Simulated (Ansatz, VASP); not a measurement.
Si2Sn: VASP beside Ansatz

```
Si Sn
1.0
     5.50208    0.00000    0.00000
    -2.75104    4.76494    0.00000
     0.00000    0.00000    4.58560
Si Sn
4 2
Cartesian
  0.0000 0.0000 2.2928
  0.7182 1.2440 0.0000
  -2.0328 3.5210 0.0000
  4.0657 0.0000 0.0000
  2.7510 1.5883 2.2928
  0.0000 3.1766 2.2928
```

Alike in both runs: functional PBE; k mesh 6 × 6 × 4; occupations gaussian, width 0.1 eV; no spin polarisation.

Ansatz relaxed the structure, and its values are those at the end. VASP's run is a single point on that final structure, the one shown.

|  | VASP | Ansatz |
| --- | --- | --- |
| version | VASP 6.6.1 | Ansatz 0.2.0 |
| potentials or method | VASP PAW PBE potentials, release 64 (Si, Sn_d), cutoff 520 eV | scalar-relativistic, plane waves, PAW |
| valence electrons in the cell | 44 | 44 |

```csv
,VASP,Ansatz,Ansatz less VASP
gap on the k mesh at the Fermi level (eV),none,none,-
pressure (GPa),0.1,0.1,+0.05
rms of the force components (eV/Å),0.007,0.004,-0.0027
```

A gap of «none» marks a metal or a gap that the smearing closes.
